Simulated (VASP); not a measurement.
# GaN (zincblende type) (F-43m) in VASP: relaxation of cell and atoms with PBE

Aim: the relaxation of cell and atoms of GaN (zincblende type) with PBE.

All numbers are computed with VASP 6.6.1; they aren't measurements. Logs are shortened: lines on timing, memory, paths and dates and some standing lists are left out, and cuts for length are marked.

## 1. The cell of the first run

Symmetry: F-43m, No. 216, cubic system. The conventional cell has a = 4.549 Å, b = 4.549 Å, c = 4.549 Å, α = 90.00°, β = 90.00°, γ = 90.00°. Ga (site symmetry -43m) has 4 N at 1.97 Å within 2.6 Å. Within 2.6 Å of N (site symmetry -43m) lie 4 Ga at 1.97 Å.

## 2. Relaxation of cell and atoms, PBE, target pressure -0.0031 GPa, at which the enthalpy is minimised

Contents of INCAR:

```
SYSTEM = GaN
PREC = Accurate
ENCUT = 600
EDIFF = 1E-7
ISMEAR = -1
SIGMA = 0.05
LREAL = .FALSE.
LASPH = .TRUE.
NELM = 100
ALGO = Normal
ISIF = 3
LWAVE = .FALSE.
LCHARG = .FALSE.
GGA = PE
IBRION = 2
NSW = 32
EDIFFG = -0.005
PSTRESS = -0.031
```

Contents of KPOINTS:

```
Automatic mesh
0
G
  15 15 15
  0 0 0
```

Contents of POSCAR:

```
GaN
1.0
    0.0000000000      2.2742808918      2.2742808918
    2.2742808918      0.0000000000      2.2742808918
    2.2742808918      2.2742808918      0.0000000000
Ga N
1 1
Direct
    0.0000000000      0.0000000000      0.0000000000
    0.2500000000      0.2500000000      0.2500000000
```

Potentials or basis: VASP PAW PBE potentials, release 64 (Ga_d, N).

On the command line:

```bash
cat potpaw_PBE.64/Ga_d/POTCAR potpaw_PBE.64/N/POTCAR > POTCAR
mpirun -np 1 vasp_std > vasp.out
```

OUTCAR:

```text
SYSTEM = GaN
   PREC = Accurate
   ENCUT = 600
   EDIFF = 1E-7
   ISMEAR = -1
   LREAL = .FALSE.
   LASPH = .TRUE.
   NELM = 100
   ISIF = 3
   GGA = PE
   IBRION = 2
   NSW = 32
   EDIFFG = -0.005
   PSTRESS = -0.031

 ion  position               nearest neighbor table
   1  0.000  0.000  0.000-   2 1.97   2 1.97   2 1.97   2 1.97
   2  0.250  0.250  0.250-   1 1.97   1 1.97   1 1.97   1 1.97

  LATTYP: Found a face centered cubic cell.
 ALAT       =     4.5485617836

  Lattice vectors:

 A1 = (   0.0000000000,   2.2742808918,   2.2742808918)
 A2 = (   2.2742808918,   0.0000000000,   2.2742808918)
 A3 = (   2.2742808918,   2.2742808918,   0.0000000000)

Analysis of symmetry for initial positions (statically):
=====================================================================
 Subroutine PRICEL returns:
 Original cell was already a primitive cell.

 Routine SETGRP: Setting up the symmetry group for a
 face centered cubic supercell.

 Subroutine GETGRP returns: Found 24 space group operations
 (whereof 24 operations were pure point group operations)
 out of a pool of 48 trial point group operations.

The static configuration has the point symmetry T_d .

Analysis of symmetry for dynamics (positions and initial velocities):
=====================================================================
 Subroutine PRICEL returns:
 Original cell was already a primitive cell.

 Routine SETGRP: Setting up the symmetry group for a
 face centered cubic supercell.

 Subroutine GETGRP returns: Found 24 space group operations
 (whereof 24 operations were pure point group operations)
 out of a pool of 48 trial point group operations.

The dynamic configuration has the point symmetry T_d .

 Subroutine INISYM returns: Found 24 space group operations
 (whereof 24 operations are pure point group operations),
 and found     1 'primitive' translations

----------------------------------------------------------------------------------------

                                     Primitive cell

  volume of cell :      23.5268

  direct lattice vectors                    reciprocal lattice vectors
     0.000000000  2.274280892  2.274280892    -0.219849712  0.219849712  0.219849712
     2.274280892  0.000000000  2.274280892     0.219849712 -0.219849712  0.219849712
     2.274280892  2.274280892  0.000000000     0.219849712  0.219849712 -0.219849712

  length of vectors
[... 93 lines left out ...]
   NELECT =      18.0000    total number of electrons
   NUPDOWN=      -1.0000    fix difference up-down
   EMIN   =  10.00;   EMAX   =-10.00  energy-range for DOS
   EFERMI =   0.00;   METHOD = LEGACY
   ISMEAR =    -1;   SIGMA  =   0.05  broadening in eV -4-tet -1-fermi 0-gaus
   EFERMI_NEDOS =   21; number of points for ismear=-14 and -15
   IALGO  =     38    algorithm
   IMIX   =      4    mixing-type and parameters
     AMIX     =   0.40;   BMIX     =  1.00
     AMIX_MAG =   1.60;   BMIX_MAG =  1.00
  volume/ion in A,a.u.               =      11.76        79.38
  Fermi-wavevector in a.u.,A,eV,Ry     =   1.497309  2.829505 30.503385  2.241936
  Thomas-Fermi vector in A             =   2.609214
   LORBIT       =      0    0 simple, 1 ext, 2 COOP (PROOUT), +10 PAW based schemes
   GGA     = PE    functional components
   LHFCALC =     F    Hartree Fock is set to
   AEXX    =    0.0000 exact exchange contribution
   IVDW    =     0    specifies the selected vdW correction
   LEPSILON=     F    determine dielectric tensor
   LRPA    =     F    only Hartree local field effects (RPA)
 conjugate gradient relaxation of ions
 non-spin polarized calculation
  energy-cutoff  :      600.00
  volume of cell :       23.53
 maximum number of plane-waves:       804
 NGX is ok and might be reduce to    28
   NGX = 13   NGY = 13   NGZ = 13

 number of electron      18.0000002 magnetization

 Free energy of the ion-electron system (eV)
  ---------------------------------------------------
  ext. energy  EPLUGINS =         0.00000000
  ---------------------------------------------------
  free energy    TOTEN  =       -12.15515571 eV

  energy without entropy =      -12.15515571  energy(sigma->0) =      -12.15515571

 E-fermi :   5.8277     XC(G=0): -11.5205

 val. band max:        4.9859809421   @ k =   0.0000   0.0000   0.0000
 cond. band min:       6.5328689499   @ k =   0.0000   0.0000   0.0000
 fundamental gap:      1.5468880078
 Fermi energy:         5.8276593845

 k-point     1 :       0.0000    0.0000    0.0000
  band No.  band energies     occupation
      1     -10.7169      2.00000
      2      -8.4366      2.00000
      3      -8.4366      2.00000
      4      -8.4366      2.00000
      5      -8.1438      2.00000
      6      -8.1438      2.00000
      7       4.9860      2.00000
      8       4.9860      2.00000
      9       4.9860      2.00000
     10       6.5329      0.00000
     11      15.1156      0.00000
     12      15.1156      0.00000
     13      15.1156      0.00000
[... 354 lines left out ...]
  band No.  band energies     occupation
      1     -10.3468      2.00000
      2      -8.3807      2.00000
      3      -8.3726      2.00000
      4      -8.2898      2.00000
      5      -8.1426      2.00000
      6      -8.1264      2.00000
      7       2.5995      2.00000
      8       4.2302      2.00000
      9       4.2792      2.00000
     10       8.7558      0.00000
     11      13.3314      0.00000
     12      15.7476      0.00000
     13      15.9137      0.00000

 [... further k-points ...]

------------------------ aborting loop because EDIFF is reached ----------------------------------------

  FORCE on cell =-STRESS in cart. coord.  units (eV):
  Direction    XX          YY          ZZ          XY          YZ          ZX
  --------------------------------------------------------------------------------------
  -------------------------------------------------------------------------------------
  Total       -0.0094910     -0.0094910     -0.0094910      0.0000000     -0.0000000      0.0000000
  in kB       -0.6463360     -0.6463360     -0.6463360      0.0000000     -0.0000000      0.0000000
  external PRESSURE =      -0.6153360 kB  Pullay stress =      -0.0310000 kB

 VOLUME and BASIS-vectors are now :
 -----------------------------------------------------------------------------
  energy-cutoff  :      600.00
  volume of cell :       23.53
      direct lattice vectors                 reciprocal lattice vectors
     0.000000000  2.274280892  2.274280892    -0.219849712  0.219849712  0.219849712
     2.274280892  0.000000000  2.274280892     0.219849712 -0.219849712  0.219849712
     2.274280892  2.274280892  0.000000000     0.219849712  0.219849712 -0.219849712

 POSITION                                       TOTAL-FORCE (eV/Angst)
 -----------------------------------------------------------------------------------
      0.00000      0.00000      0.00000         0.000000      0.000000      0.000000
      1.13714      1.13714      1.13714        -0.000000     -0.000000     -0.000000
 -----------------------------------------------------------------------------------
    total drift:                                0.000000      0.000000      0.000001

  FREE ENERGIE OF THE ION-ELECTRON SYSTEM (eV)
  ---------------------------------------------------
  free  energy   TOTEN  =       -12.1551557149 eV

  energy  without entropy=      -12.1551557141  energy(sigma->0) =      -12.15515571

  enthalpy is  TOTEN    =       -12.1556109266 eV   P V=       -0.0004552117

 reached required accuracy - stopping structural energy minimisation
```

It took 35 s on 1 thread of AMD EPYC 9R45 (Zen 5), shared host; peak memory 0.16 GiB.

Results:

| Item | Value |
| --- | --- |
| Free energy | -12.1552 eV |
| Pressure after relaxing | -0.1 GPa |
| Band gap on the k mesh | 1.55 eV, direct |

Final structure:
```
CELL_PARAMETERS angstrom
0.00000 2.27428 2.27428
2.27428 0.00000 2.27428
2.27428 2.27428 0.00000
ATOMIC_POSITIONS crystal
Ga 0.00000 0.00000 0.00000
N 0.25000 0.25000 0.25000
```

Levels at points of the mesh, in eV from the valence-band top:
```
           k point  band 6  band 7  band 8  band 9  band 10  band 11  band 12  band 13
(0.00, 0.00, 0.00)  -13.13    0.00    0.00    0.00     1.55    10.13    10.13    10.13
```

Caveat: the relaxation stopped at its first step, so nothing moved; the cell is relaxed towards a set pressure, so the enthalpy falls and the energy may rise.
